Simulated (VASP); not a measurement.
# Te2Mo in VASP: single point with LDA

Aim: the single point of Te2Mo with LDA.

All numbers are computed with VASP 6.6.1; they aren't measurements. Logs are shortened: lines on timing, memory, paths and dates and some standing lists are left out, and cuts for length are marked.

## (1) The cell of the first run

The cell holds a slab with vacuum, 12 atoms: a = 3.471 Å, b = 3.471 Å, c = 36.981 Å, α = 90.00°, β = 90.00°, γ = 120.00°.

## (2) Single point, LDA

INCAR

```
SYSTEM = Te2Mo
  ALGO = Normal
  EDIFF = 1E-6
  ENCUT = 520
  ISIF = 2
  ISMEAR = 0
  LASPH = .TRUE.
  LCHARG = .FALSE.
  LREAL = .FALSE.
  LWAVE = .FALSE.
  NBANDS = 64
  NELM = 80
  PREC = Accurate
  SIGMA = 0.02
```

KPOINTS

```
k-points
0
G
  12 12 1
  0 0 0
```

POSCAR

```
Te2Mo
1.0
    3.4714972448      0.0000000000      0.0000000000
   -1.7357486224      3.0064048031      0.0000000000
    0.0000000000      0.0000000000     36.9805472253
Te Mo
8 4
Direct
    0.3333333333      0.6666666667      0.8582693428
    0.3333333333      0.6666666667      0.2306019043
    0.6666666667      0.3333333333      0.6723279505
    0.6666666667      0.3333333333      0.0445600797
    0.6666666667      0.3333333333      0.7693980957
    0.6666666667      0.3333333333      0.1417306572
    0.3333333333      0.6666666667      0.9554399203
    0.3333333333      0.6666666667      0.3276720495
    0.3333333333      0.6666666667      0.7207836671
    0.3333333333      0.6666666667      0.0931454943
    0.6666666667      0.3333333333      0.9068545057
    0.6666666667      0.3333333333      0.2792163329
```

Potentials or basis: VASP PAW LDA potentials, release 64 (Te, Mo_sv).

On the command line:

```bash
cat potpaw_LDA.64/Te/POTCAR potpaw_LDA.64/Mo_sv/POTCAR > POTCAR
mpirun -np 1 vasp_std > vasp.out
```

OUTCAR:

```text
SYSTEM = Te2Mo
   EDIFF = 1E-6
   ENCUT = 520
   ISIF = 2
   ISMEAR = 0
   LASPH = .TRUE.
   LREAL = .FALSE.
   NELM = 80
   PREC = Accurate

 ion  position               nearest neighbor table
   1  0.333  0.667  0.858-  11 2.69  11 2.69  11 2.69   7 3.59
   2  0.333  0.667  0.231-  12 2.69  12 2.69  12 2.69   8 3.59
   3  0.667  0.333  0.672-   9 2.69   9 2.69   9 2.69   5 3.59
   4  0.667  0.333  0.045-  10 2.69  10 2.69  10 2.69   6 3.59
   5  0.667  0.333  0.769-   9 2.69   9 2.69   9 2.69   3 3.59
   6  0.667  0.333  0.142-  10 2.69  10 2.69  10 2.69   4 3.59
   7  0.333  0.667  0.955-  11 2.69  11 2.69  11 2.69   1 3.59
   8  0.333  0.667  0.328-  12 2.69  12 2.69  12 2.69   2 3.59
   9  0.333  0.667  0.721-   3 2.69   3 2.69   3 2.69   5 2.69   5 2.69   5 2.69
  10  0.333  0.667  0.093-   6 2.69   6 2.69   6 2.69   4 2.69   4 2.69   4 2.69
  11  0.667  0.333  0.907-   1 2.69   1 2.69   1 2.69   7 2.69   7 2.69   7 2.69
  12  0.667  0.333  0.279-   8 2.69   8 2.69   8 2.69   2 2.69   2 2.69   2 2.69

  LATTYP: Found a hexagonal cell.
 ALAT       =     3.4714972448
 C/A-ratio  =    10.6526217991

  Lattice vectors:

 A1 = (   3.4714972448,   0.0000000000,   0.0000000000)
 A2 = (  -1.7357486224,   3.0064048031,   0.0000000000)
 A3 = (   0.0000000000,   0.0000000000,  36.9805472253)

Analysis of symmetry for initial positions (statically):
=====================================================================
 Subroutine PRICEL returns:
 Original cell was already a primitive cell.

 Routine SETGRP: Setting up the symmetry group for a
 hexagonal supercell.

 Subroutine GETGRP returns: Found 12 space group operations
 (whereof 12 operations were pure point group operations)
 out of a pool of 24 trial point group operations.

The static configuration has the point symmetry D_3d.

Analysis of symmetry for dynamics (positions and initial velocities):
=====================================================================
 Subroutine PRICEL returns:
 Original cell was already a primitive cell.

 Routine SETGRP: Setting up the symmetry group for a
 hexagonal supercell.

 Subroutine GETGRP returns: Found 12 space group operations
 (whereof 12 operations were pure point group operations)
 out of a pool of 24 trial point group operations.

The dynamic configuration has the point symmetry D_3d.

 Subroutine INISYM returns: Found 12 space group operations
 (whereof 12 operations are pure point group operations),
[... 120 lines left out ...]
   PSTRESS=    0.0 pullay stress
   NELECT =     104.0000    total number of electrons
   NUPDOWN=      -1.0000    fix difference up-down
   EMIN   =  10.00;   EMAX   =-10.00  energy-range for DOS
   EFERMI =   0.00;   METHOD = LEGACY
   ISMEAR =     0;   SIGMA  =   0.02  broadening in eV -4-tet -1-fermi 0-gaus
   EFERMI_NEDOS =   21; number of points for ismear=-14 and -15
   IALGO  =     38    algorithm
   IMIX   =      4    mixing-type and parameters
     AMIX     =   0.40;   BMIX     =  1.00
     AMIX_MAG =   1.60;   BMIX_MAG =  1.00
  volume/ion in A,a.u.               =      32.16       217.05
  Fermi-wavevector in a.u.,A,eV,Ry     =   1.057402  1.998200 15.212656  1.118099
  Thomas-Fermi vector in A             =   2.192673
   LORBIT       =      0    0 simple, 1 ext, 2 COOP (PROOUT), +10 PAW based schemes
   GGA     = CA    functional components
   LHFCALC =     F    Hartree Fock is set to
   AEXX    =    0.0000 exact exchange contribution
   IVDW    =     0    specifies the selected vdW correction
   LEPSILON=     F    determine dielectric tensor
   LRPA    =     F    only Hartree local field effects (RPA)
 non-spin polarized calculation
 Gauss-broadening in eV      SIGMA  =   0.02
  energy-cutoff  :      520.00
  volume of cell :      385.96
 maximum number of plane-waves:     10505
 NGX is ok and might be reduce to    28
   NGX = 13   NGY = 13   NGZ =137

 number of electron     103.9999998 magnetization

 Free energy of the ion-electron system (eV)
  ---------------------------------------------------
  ext. energy  EPLUGINS =         0.00000000
  ---------------------------------------------------
  free energy    TOTEN  =       -82.37009834 eV

  energy without entropy =      -82.37009834  energy(sigma->0) =      -82.37009834

 E-fermi :   5.2265     XC(G=0):  -8.4028

 val. band max:        5.1145155678   @ k =   0.0000   0.0000   0.0000
 cond. band min:       5.8874732224   @ k =   0.2500   0.1667   0.0000
 fundamental gap:      0.7729576546
 Fermi energy:         5.2265139079

 k-point     1 :       0.0000    0.0000    0.0000
  band No.  band energies     occupation
      1     -55.3190      2.00000
      2     -55.3190      2.00000
      3     -55.3141      2.00000
      4     -55.3141      2.00000
      5     -29.7089      2.00000
      6     -29.7089      2.00000
[... 1262 lines left out ...]
     63       7.6104      0.00000
     64       7.6104      0.00000

------------------------ aborting loop because EDIFF is reached ----------------------------------------

  FORCE on cell =-STRESS in cart. coord.  units (eV):
  Direction    XX          YY          ZZ          XY          YZ          ZX
  --------------------------------------------------------------------------------------
  -------------------------------------------------------------------------------------
  Total        0.4074181      0.4074181      0.7291114      0.0000000      0.0000000     -0.0000000
  in kB        1.6912713      1.6912713      3.0266823      0.0000000      0.0000000     -0.0000000
  external PRESSURE =       2.1364083 kB  Pullay stress =       0.0000000 kB

 VOLUME and BASIS-vectors are now :
 -----------------------------------------------------------------------------
  energy-cutoff  :      520.00
  volume of cell :      385.96
      direct lattice vectors                 reciprocal lattice vectors
     3.471497245  0.000000000  0.000000000     0.288060145  0.166311602  0.000000000
    -1.735748622  3.006404803  0.000000000     0.000000000  0.332623205  0.000000000
     0.000000000  0.000000000 36.980547225     0.000000000  0.000000000  0.027041244

 POSITION                                       TOTAL-FORCE (eV/Angst)
 -----------------------------------------------------------------------------------
     -0.00000      2.00427     31.73927        -0.000000      0.000000     -0.056070
     -0.00000      2.00427      8.52778        -0.000000      0.000000     -0.057381
      1.73575      1.00213     24.86306        -0.000000     -0.000000     -0.056914
      1.73575      1.00213      1.64786        -0.000000      0.000000     -0.057216
      1.73575      1.00213     28.45276        -0.000000     -0.000000      0.057381
      1.73575      1.00213      5.24128        -0.000000     -0.000000      0.056070
     -0.00000      2.00427     35.33269        -0.000000     -0.000000      0.057216
     -0.00000      2.00427     12.11749        -0.000000      0.000000      0.056914
     -0.00000      2.00427     26.65497         0.000000      0.000000      0.001290
     -0.00000      2.00427      3.44457         0.000000     -0.000000     -0.000018
      1.73575      1.00213     33.53598         0.000000      0.000000      0.000018
      1.73575      1.00213     10.32557        -0.000000     -0.000000     -0.001290
 -----------------------------------------------------------------------------------
    total drift:                                0.000000     -0.000000      0.000000

  FREE ENERGIE OF THE ION-ELECTRON SYSTEM (eV)
  ---------------------------------------------------
  free  energy   TOTEN  =       -82.3700983351 eV

  energy  without entropy=      -82.3700983351  energy(sigma->0) =      -82.37009834
```

OSZICAR:

```text
N       E                     dE             d eps       ncg     rms          rms(c)
DAV:   1     0.879951371903E+03    0.87995E+03   -0.52741E+04  2928   0.141E+03
DAV:   2    -0.212249692348E+02   -0.90118E+03   -0.87586E+03  2944   0.342E+02
DAV:   3    -0.821335480752E+02   -0.60909E+02   -0.58940E+02  3024   0.745E+01
[... 18 lines left out ...]
DAV:  22    -0.823700763619E+02   -0.43948E-04   -0.52624E-06  2176   0.727E-03    0.463E-03
DAV:  23    -0.823700907870E+02   -0.14425E-04   -0.98631E-07  1744   0.279E-03    0.637E-03
DAV:  24    -0.823700951004E+02   -0.43134E-05   -0.23446E-07  1544   0.126E-03    0.475E-03
DAV:  25    -0.823700973427E+02   -0.22423E-05   -0.94452E-08  1520   0.847E-04    0.312E-03
DAV:  26    -0.823700983351E+02   -0.99245E-06   -0.98223E-08  1520   0.107E-03
   1 F= -.82370098E+02 E0= -.82370098E+02  d E =-.188374E-17
```

stdout:

```text
POSCAR found type information on POSCAR TeMo
 POSCAR found :  2 types and      12 ions
 scaLAPACK will be used
 LDA part: xc-table for (Slater(with rela. corr.)+CA(PZ))
 , standard interpolation
 POSCAR, INCAR and KPOINTS ok, starting setup
 FFT: planning ... GRIDC
 FFT: planning ... GRID_SOFT
 FFT: planning ... GRID
 WAVECAR not read
 entering main loop
```

Wall time 31 min (1 thread of Intel Xeon 8259CL, shared host); peak memory 0.6 GiB.

What came out:

```yaml
Free_energy: -82.3701 eV
Largest_force: 0.057 eV/Å
Band_gap_on_the_k_mesh: 0.77 eV (least direct gap 1.14 eV)
```

Forces on the atoms (eV/Å):
```
Te   0.000  0.000 -0.056
Te   0.000  0.000 -0.057
Te   0.000  0.000 -0.057
Te   0.000  0.000 -0.057
Te   0.000  0.000  0.057
Te   0.000  0.000  0.056
Te   0.000  0.000  0.057
Te   0.000  0.000  0.057
Mo   0.000  0.000  0.001
Mo   0.000  0.000  0.000
Mo   0.000  0.000  0.000
Mo   0.000  0.000 -0.001
```

Levels at points of the mesh, in eV from the valence-band top:
```
           k point  band 48  band 49  band 50  band 51  band 52  band 53  band 54  band 55  band 56  band 57
(0.00, 0.00, 0.00)    -1.02    -1.01    -0.15    -0.05     0.00     3.04     3.04     3.07     3.07     3.12
(0.50, 0.00, 0.00)    -0.99    -0.53    -0.44    -0.33    -0.25     1.33     1.35     1.37     1.39     1.52
```

Caveat: there is no dipole correction, which matters where the two faces differ; semilocal functionals underestimate gaps, and a narrow one can read as zero; spin-orbit coupling is left out, which moves the levels of the heavy elements.
